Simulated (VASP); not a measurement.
# AlN (P2_1) in VASP: notebook

AlN is run at these levels: LDA; tasks: single point.

Everything below comes from runs of VASP 6.6.1. Logs are shortened: lines on timing, memory, paths and dates and some standing lists are left out, and cuts for length are marked.

## (1) The cell of the first run

The structure is monoclinic, space group P2_1 (No. 4). The conventional cell has a = 3.089 Å, b = 4.944 Å, c = 3.089 Å, α = 90.00°, β = 120.00°, γ = 90.00°. Al (site symmetry 1) has 4 N at 1.87 to 1.90 Å within 2.5 Å. Within 2.5 Å of N (site symmetry 1) lie 4 Al at 1.87 to 1.90 Å.

## (2) Single point, LDA (mode 4 frozen in at -0.069 Å and mode 5 at +0.086 Å (largest displacements))

Input file INCAR:

```
SYSTEM = AlN
ALGO     = Normal         ! electronic algorithm
EDIFF    = 1E-6           ! SCF threshold, eV
ENCUT    = 520            ! plane-wave cutoff, eV
ISIF     = 2              ! what is computed and relaxed
ISMEAR   = 0              ! smearing method
LASPH    = .TRUE.         ! aspherical terms in the spheres
LCHARG   = .FALSE.        ! write CHGCAR
LREAL    = .FALSE.        ! projectors in reciprocal space
LWAVE    = .FALSE.        ! write WAVECAR
NBANDS   = 16             ! bands
NELM     = 60             ! most SCF steps
PREC     = Accurate       ! precision mode
SIGMA    = 0.05           ! smearing width, eV
```

Input file KPOINTS:

```
k-points
0
G
  9 9 6
  0 0 0
```

Input file POSCAR:

```
AlN
1.0
    3.0887424016      0.0000000000      0.0000000000
   -1.5443712008      2.6749293856      0.0000000000
    0.0000000000      0.0000000000      4.9437688231
Al N
2 2
Direct
    0.3271340864      0.6988170481      0.0015212672
    0.6728659136      0.3011829519      0.5015212672
    0.3388651213      0.6379778447      0.3834787328
    0.6611348787      0.3620221553      0.8834787328
```

Potentials or basis: VASP PAW LDA potentials, release 64 (Al, N).

On the command line:

```
$ cat potpaw_LDA.64/Al/POTCAR potpaw_LDA.64/N/POTCAR > POTCAR
$ mpirun -np 1 vasp_std > vasp.out
```

OUTCAR:

```text
SYSTEM = AlN
   EDIFF = 1E-6
   ENCUT = 520
   ISIF = 2
   ISMEAR = 0
   LASPH = .TRUE.
   LREAL = .FALSE.
   NELM = 60
   PREC = Accurate

 ion  position               nearest neighbor table
   1  0.327  0.699  0.002-   4 1.87   4 1.87   4 1.89   3 1.90   2 2.95   2 2.95   2 3.04   2 3.04
                             2 3.17   2 3.17
   2  0.673  0.301  0.502-   3 1.87   3 1.87   3 1.89   4 1.90   1 2.95   1 2.95   1 3.04   1 3.04
                             1 3.17   1 3.17
   3  0.339  0.638  0.383-   2 1.87   2 1.87   2 1.89   1 1.90
   4  0.661  0.362  0.883-   1 1.87   1 1.87   1 1.89   2 1.90

  LATTYP: Found a hexagonal cell.
 ALAT       =     3.0887424016
 C/A-ratio  =     1.6005766038

  Lattice vectors:

 A1 = (   3.0887424016,   0.0000000000,   0.0000000000)
 A2 = (  -1.5443712008,   2.6749293856,   0.0000000000)
 A3 = (   0.0000000000,   0.0000000000,   4.9437688231)

Analysis of symmetry for initial positions (statically):
=====================================================================
 Subroutine PRICEL returns:
 Original cell was already a primitive cell.

 Routine SETGRP: Setting up the symmetry group for a
 hexagonal supercell.

 Subroutine GETGRP returns: Found  2 space group operations
 (whereof  1 operations were pure point group operations)
 out of a pool of 24 trial point group operations.

The static configuration has the point symmetry C_1 .
 The point group associated with its full space group is C_2 .

Analysis of symmetry for dynamics (positions and initial velocities):
=====================================================================
 Subroutine PRICEL returns:
 Original cell was already a primitive cell.

 Routine SETGRP: Setting up the symmetry group for a
 hexagonal supercell.

 Subroutine GETGRP returns: Found  2 space group operations
 (whereof  1 operations were pure point group operations)
 out of a pool of 24 trial point group operations.

The dynamic configuration has the point symmetry C_1 .
 The point group associated with its full space group is C_2 .

 Subroutine INISYM returns: Found  2 space group operations
 (whereof  1 operations are pure point group operations),
 and found     1 'primitive' translations

----------------------------------------------------------------------------------------

                                     Primitive cell

  volume of cell :      40.8462

  direct lattice vectors                    reciprocal lattice vectors
     3.088742402  0.000000000  0.000000000     0.323756361  0.186920822  0.000000000
    -1.544371201  2.674929386  0.000000000     0.000000000  0.373841644  0.000000000
     0.000000000  0.000000000  4.943768823     0.000000000  0.000000000  0.202274830

  length of vectors
     3.088742402  3.088742402  4.943768823     0.373841644  0.373841644  0.202274830

  position of ions in fractional coordinates (direct lattice)
     0.327134086  0.698817048  0.001521267
     0.672865914  0.301182952  0.501521267
     0.338865121  0.637977845  0.383478733
     0.661134879  0.362022155  0.883478733

  ion indices of the primitive-cell ions
   primitive index   ion index
                 1           1
                 2           2
                 3           3
                 4           4

----------------------------------------------------------------------------------------

 KPOINTS: k-points

Automatic generation of k-mesh.
 Grid dimensions read from file:
 generate k-points for:    9    9    6

 Generating k-lattice:

  Cartesian coordinates                     Fractional coordinates (reciprocal lattice)
     0.035972929  0.020768980  0.000000000     0.111111111 -0.000000000  0.000000000
     0.000000000  0.041537960  0.000000000     0.000000000  0.111111111  0.000000000
     0.000000000  0.000000000  0.033712472     0.000000000  0.000000000  0.166666667

  Length of vectors
     0.041537960  0.041537960  0.033712472

  Shift w.r.t. Gamma in fractional coordinates (k-lattice)
     0.000000000  0.000000000  0.000000000

 Subroutine IBZKPT returns following result:
 ===========================================

 Found    164 irreducible k-points:

 Following reciprocal coordinates:
            Coordinates               Weight
  0.000000  0.000000  0.000000      1.000000
  0.111111  0.000000  0.000000      2.000000
  0.000000  0.111111  0.000000      2.000000
 -0.111111  0.111111  0.000000      2.000000
  0.222222 -0.000000  0.000000      2.000000
  0.000000  0.222222  0.000000      2.000000
[... 16 lines left out ...]
  0.333333  0.111111  0.000000      2.000000
 -0.111111  0.444444  0.000000      2.000000
 [... further k-points ...]
   k-points           NKPTS =    164   k-points in BZ     NKDIM =    164   number of bands    NBANDS=     16
   number of dos      NEDOS =    301   number of ions     NIONS =      4
   total plane-waves  NPLWV =  23040
   dimension x,y,z NGX =    24 NGY =   24 NGZ =   40
   dimension x,y,z NGXF=    48 NGYF=   48 NGZF=   80
[... 64 lines left out ...]
 cond. band min:      10.4766920479   @ k =   0.0000   0.0000   0.0000
 fundamental gap:      4.2779345615
 Fermi energy:         6.4173643974

 k-point     1 :       0.0000    0.0000    0.0000
  band No.  band energies     occupation
      1      -9.0472      2.00000
      2      -6.7469      2.00000
      3      -0.0228      2.00000
      4       5.1875      2.00000
      5       5.2964      2.00000
      6       5.7216      2.00000
[... 8 lines left out ...]
     15      19.1480      0.00000
     16      19.7048      0.00000

 k-point     2 :       0.1111    0.0000    0.0000
  band No.  band energies     occupation
      1      -8.8830      2.00000
      2      -6.6523      2.00000
      3       0.1678      2.00000
      4       4.5176      2.00000
      5       5.0298      2.00000
      6       5.1868      2.00000
[... 8 lines left out ...]
     15      18.9285      0.00000
     16      19.3257      0.00000

 k-point     3 :       0.0000    0.1111    0.0000
  band No.  band energies     occupation
      1      -8.8836      2.00000
      2      -6.6500      2.00000
      3       0.1661      2.00000
      4       4.4920      2.00000
      5       5.0246      2.00000
      6       5.1390      2.00000
[... 8 lines left out ...]
     15      19.0694      0.00000
     16      19.4086      0.00000

 k-point     4 :      -0.1111    0.1111    0.0000
  band No.  band energies     occupation
      1      -8.8817      2.00000
      2      -6.6554      2.00000
      3       0.1703      2.00000
      4       4.5100      2.00000
      5       5.0526      2.00000
      6       5.3016      2.00000
[... 8 lines left out ...]
     15      18.9602      0.00000
     16      19.4076      0.00000

 k-point     5 :       0.2222   -0.0000    0.0000
  band No.  band energies     occupation
      1      -8.4156      2.00000
      2      -6.4131      2.00000
      3       0.7210      2.00000
      4       2.9669      2.00000
      5       3.9511      2.00000
      6       4.6349      2.00000
[... 8 lines left out ...]
     15      18.8609      0.00000
     16      19.1914      0.00000

 k-point     6 :       0.0000    0.2222    0.0000
  band No.  band energies     occupation
      1      -8.4189      2.00000
      2      -6.4019      2.00000
      3       0.7118      2.00000
      4       2.8782      2.00000
      5       3.9629      2.00000
      6       4.6298      2.00000
[... 8 lines left out ...]
     15      18.7726      0.00000
     16      19.0806      0.00000
[... 267 lines left out ...]
 k-point    21 :       0.1111    0.2222    0.0000
  band No.  band energies     occupation
      1      -7.9984      2.00000
      2      -6.2169      2.00000
      3       1.2207      2.00000
      4       2.1276      2.00000
      5       2.9476      2.00000
      6       4.3675      2.00000
[... 8 lines left out ...]
     15      19.4736      0.00000
     16      20.2309      0.00000

 k-point    22 :       0.3333   -0.1111    0.0000
  band No.  band energies     occupation
      1      -7.9826      2.00000
      2      -6.2561      2.00000
      3       1.2565      2.00000
      4       2.2482      2.00000
      5       3.0638      2.00000
      6       4.2507      2.00000
[... 8 lines left out ...]
     15      18.3197      0.00000
     16      20.1112      0.00000

 k-point    23 :       0.3333    0.1111    0.0000
  band No.  band energies     occupation
      1      -7.3062      2.00000
      2      -6.0950      2.00000
      3       1.0508      2.00000
      4       2.1152      2.00000
      5       2.2386      2.00000
      6       3.7801      2.00000
[... 8 lines left out ...]
     15      19.0491      0.00000
     16      21.2951      0.00000

 k-point    24 :      -0.1111    0.4444    0.0000
  band No.  band energies     occupation
      1      -7.3151      2.00000
      2      -6.0716      2.00000
      3       0.9002      2.00000
      4       2.1214      2.00000
      5       2.3677      2.00000
      6       3.7163      2.00000
[... 8 lines left out ...]
     15      18.8625      0.00000
     16      20.7248      0.00000

 [... further k-points ...]
[... 5 lines left out ...]
  --------------------------------------------------------------------------------------
  -------------------------------------------------------------------------------------
  Total        0.1298616     -0.0876791      0.1385918      0.0970147      0.0000000      0.0000000
  in kB        5.0937667     -3.4391755      5.4362060      3.8053607      0.0000000      0.0000000
  external PRESSURE =       2.3635991 kB  Pullay stress =       0.0000000 kB

 VOLUME and BASIS-vectors are now :
 -----------------------------------------------------------------------------
  energy-cutoff  :      520.00
  volume of cell :       40.85
      direct lattice vectors                 reciprocal lattice vectors
     3.088742402  0.000000000  0.000000000     0.323756361  0.186920822  0.000000000
    -1.544371201  2.674929386  0.000000000     0.000000000  0.373841644  0.000000000
     0.000000000  0.000000000  4.943768823     0.000000000  0.000000000  0.202274830

 POSITION                                       TOTAL-FORCE (eV/Angst)
 -----------------------------------------------------------------------------------
     -0.06880      1.86929      0.00752         0.335714     -0.502133      0.086416
      1.61317      0.80564      2.47941        -0.335714      0.502133      0.086416
      0.06139      1.70655      1.89583        -0.203937      0.219582     -0.086416
      1.48298      0.96838      4.36771         0.203937     -0.219582     -0.086416
 -----------------------------------------------------------------------------------
    total drift:                               -0.000000     -0.000000     -0.000581

  FREE ENERGIE OF THE ION-ELECTRON SYSTEM (eV)
  ---------------------------------------------------
  free  energy   TOTEN  =       -32.7448881066 eV

  energy  without entropy=      -32.7448881066  energy(sigma->0) =      -32.74488811
```

It took 2 min on 1 thread of AMD EPYC 7R43 (Zen 3), shared host; peak memory 0.17 GiB.

Results:

* Free energy: -32.7449 eV
* Pressure: 0.2 GPa
* Largest force: 0.610 eV/Å
* Band gap on the k mesh: 4.28 eV, direct

Forces on the atoms (eV/Å):
```
Al   0.336 -0.502  0.086
Al  -0.336  0.502  0.086
N   -0.204  0.220 -0.086
N    0.204 -0.220 -0.086
```

Stress tensor (GPa, compression positive):
```
 0.51  0.38  0.00
 0.38 -0.34  0.00
 0.00  0.00  0.54
```

Caveat: the cell differs from its parent crystal (mode 4 frozen in at -0.069 Å and mode 5 at +0.086 Å (largest displacements)). A k mesh can miss the band edges.

## (3) Single point, LDA (mode 4 frozen in at -0.069 Å and mode 5 at -0.086 Å (largest displacements))

Input file INCAR:

```
SYSTEM = AlN
PREC = Accurate
ENCUT = 520
EDIFF = 1E-7
ISMEAR = 0
SIGMA = 0.05
LREAL = .FALSE.
LASPH = .TRUE.
NELM = 100
ALGO = Normal
ISIF = 2
LWAVE = .FALSE.
LCHARG = .FALSE.
NBANDS = 16
```

Input file KPOINTS:

```
regular mesh
0
G
  9 9 6
  0 0 0
```

Input file POSCAR:

```
AlN
1.0
    3.0887424016      0.0000000000      0.0000000000
   -1.5443712008      2.6749293856      0.0000000000
    0.0000000000      0.0000000000      4.9437688231
Al N
2 2
Direct
    0.2949837050      0.6345162853      0.0015212672
    0.7050162950      0.3654837147      0.5015212672
    0.3675539433      0.6953554887      0.3834787328
    0.6324460567      0.3046445113      0.8834787328
```

Potentials or basis: VASP PAW LDA potentials, release 64 (Al, N).

On the command line:

```
$ cat potpaw_LDA.64/Al/POTCAR potpaw_LDA.64/N/POTCAR > POTCAR
$ mpirun -np 1 vasp_std > vasp.out
```

Wall time 2 min (1 thread of AMD EPYC 7R43 (Zen 3), shared host); peak memory 0.16 GiB.

Results (log left out):

- Free energy: -32.7426 eV
- Pressure: 0.3 GPa
- Largest force: 0.659 eV/Å
- Band gap on the k mesh: 4.28 eV, direct

Forces on the atoms (eV/Å):
```
Al   0.447  0.476  0.087
Al  -0.447 -0.476  0.087
N   -0.156 -0.230 -0.087
N    0.156  0.230 -0.087
```

Stress tensor (GPa, compression positive):
```
-0.06 -0.84  0.00
-0.84  0.23  0.00
 0.00  0.00  0.64
```

Levels at points of the mesh, in eV from the valence-band top:
```csv
k point,band 4,band 5,band 6,band 7,band 8,band 9,band 10,band 11,band 12,band 13
"(0.00, 0.00, 0.00)",-1.01,-0.91,-0.49,-0.14,0.00,4.28,6.63,10.40,10.61,11.51
"(0.00, 0.00, 0.50)",-3.43,-0.69,-0.69,-0.59,-0.59,6.45,6.45,10.18,10.18,11.30
```

Caveat: the cell differs from its parent crystal (mode 4 frozen in at -0.069 Å and mode 5 at -0.086 Å (largest displacements)). A k mesh can miss the band edges.

## (4) Single point, LDA (mode 4 frozen in at -0.034 Å and mode 5 at +0.086 Å (largest displacements))

Input file INCAR:

```
  ALGO = Normal
  EDIFF = 1E-6
  ENCUT = 520
  ISIF = 2
  ISMEAR = 0
  LASPH = T
  LCHARG = F
  LREAL = F
  LWAVE = F
  NBANDS = 16
  NELM = 60
  PREC = Accurate
  SIGMA = 0.05
```

Input file KPOINTS:

```
k-points
0
Gamma
  9 9 6
```

Input file POSCAR:

```
AlN
1.0
    3.0887424016      0.0000000000      0.0000000000
   -1.5443712008      2.6749293856      0.0000000000
    0.0000000000      0.0000000000      4.9437688231
Al N
2 2
Direct
    0.3382713052      0.6988170481      0.0015212672
    0.6617286948      0.3011829519      0.5015212672
    0.3289270218      0.6379778447      0.3834787328
    0.6710729782      0.3620221553      0.8834787328
```

On the command line:

```
$ cat potpaw_LDA.64/Al/POTCAR potpaw_LDA.64/N/POTCAR > POTCAR
$ mpirun -np 1 vasp_std > vasp.out
```

Wall time 100 s (1 thread of AMD EPYC 7R43 (Zen 3), shared host); peak memory 0.17 GiB.

The run converged. Its results:

| Quantity | Value |
| --- | --- |
| Free energy | -32.7716 eV |
| Pressure | 0.3 GPa |
| Largest force | 0.549 eV/Å |
| Band gap on the k mesh | 4.32 eV, direct |

Forces in eV/Å, atoms in the order of the input:
```
Al   0.168 -0.519  0.062
Al  -0.168  0.519  0.062
N   -0.102  0.212 -0.062
N    0.102 -0.212 -0.062
```

Stress tensor (GPa, compression positive):
```
 0.82  0.20  0.00
 0.20 -0.37  0.00
 0.00  0.00  0.58
```

Levels at points of the mesh, in eV from the valence-band top:
| k point | band 6 | band 7 | band 8 | band 9 | band 10 | band 11 |
| --- | --- | --- | --- | --- | --- | --- |
| (0.00, 0.00, 0.00) | -0.44 | -0.14 | 0.00 | 4.32 | 6.66 | 10.47 |
| (0.00, 0.00, 0.50) | -0.66 | -0.58 | -0.58 | 6.50 | 6.50 | 10.22 |

Caveat: the cell differs from its parent crystal (mode 4 frozen in at -0.034 Å and mode 5 at +0.086 Å (largest displacements)).

## (5) Single point, LDA (mode 4 frozen in at -0.086 Å and mode 5 at +0.069 Å (largest displacements))

Input file INCAR:

```
SYSTEM = AlN
ALGO = Normal ; EDIFF = 1E-6
ENCUT = 520 ; GGA = CA
ISIF = 2 ; ISMEAR = 0
LASPH = .TRUE. ; LCHARG = .FALSE.
LREAL = .FALSE. ; LWAVE = .FALSE.
NBANDS = 16 ; NELM = 60
PREC = Accurate ; SIGMA = 0.05
```

Input file KPOINTS:

```
k-points
0
G
  9 9 6
  0 0 0
```

Input file POSCAR:

```
AlN
1.0
    3.0887424016      0.0000000000      0.0000000000
   -1.5443712008      2.6749293856      0.0000000000
    0.0000000000      0.0000000000      4.9437688231
Al N
2 2
Direct
    0.3183504389      0.6923869718      0.0015212672
    0.6816495611      0.3076130282      0.5015212672
    0.3467030532      0.6437156091      0.3834787328
    0.6532969468      0.3562843909      0.8834787328
```

On the command line:

```
$ cat potpaw_LDA.64/Al/POTCAR potpaw_LDA.64/N/POTCAR > POTCAR
$ mpirun -np 1 vasp_std > vasp.out
```

Wall time 1.8 min (1 thread of AMD EPYC 7R43 (Zen 3), shared host); peak memory 0.17 GiB.

Results (log left out):

| Quantity | Value |
| --- | --- |
| Free energy | -32.7461 eV |
| Pressure | 0.2 GPa |
| Largest force | 0.583 eV/Å |
| Band gap on the k mesh | 4.28 eV, direct |

Forces on the atoms (eV/Å):
```
Al   0.434 -0.379  0.086
Al  -0.434  0.379  0.086
N   -0.249  0.185 -0.086
N    0.249 -0.185 -0.086
```

Stress tensor (GPa, compression positive):
```
0.19 0.32 0.00
0.32 0.00 0.00
0.00 0.00 0.51
```

Levels at points of the mesh, in eV from the valence-band top:
```csv
k point,band 5,band 6,band 7,band 8,band 9,band 10,band 11,band 12
"(0.00, 0.00, 0.00)",-0.90,-0.47,-0.16,0.00,4.28,6.64,10.39,10.70
"(0.00, 0.00, 0.50)",-0.68,-0.68,-0.59,-0.59,6.46,6.46,10.20,10.20
```

Caveat: the cell differs from its parent crystal (mode 4 frozen in at -0.086 Å and mode 5 at +0.069 Å (largest displacements)). A k mesh can miss the band edges.
